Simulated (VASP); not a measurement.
Al3InSb4:

```
Al In Sb
1.0
     4.47252    0.00000    0.00000
     0.00000    4.47252    0.00000
     0.00000    0.00000   12.64056
Al In Sb
3 1 4
Cartesian
  0.0000 0.0000 3.2553
  2.2363 2.2363 6.3203
  0.0000 0.0000 9.3852
  2.2363 2.2363 0.0000
  2.2363 0.0000 10.8987
  0.0000 2.2363 1.7418
  2.2363 0.0000 4.7885
  0.0000 2.2363 7.8520
```

Base run:

```yaml
Program: VASP 6.6.1
Functional: PBEsol
Potentials_or_basis: VASP PAW PBE potentials, release 64 (Al, In_d, Sb)
Cutoff: 520 eV
k_mesh: 6 × 6 × 2
Occupations: gaussian, width 0.02 eV
Spin: no spin polarisation
```

Its results: band gap on the k mesh 0.68 eV; pressure -1.6 GPa; largest force 0.108 eV/Å.

The run is repeated on the same cell with these changes: functional from PBEsol to PBE; further incar settings from ALGO = Normal; EDIFF = 1e-07; NBANDS = 31 to ALGO = Normal; EDIFF = 1e-06; NBANDS = 31. What comes out?

Band gap on the k mesh 0.73 eV; pressure 0.1 GPa; largest force 0.018 eV/Å.

Caveats: spin-orbit coupling is left out, which moves the levels of the heavy elements; the PAW data sets were made with another functional, which shifts forces and pressure a little (at least some runs).

A k mesh can miss the band edges.
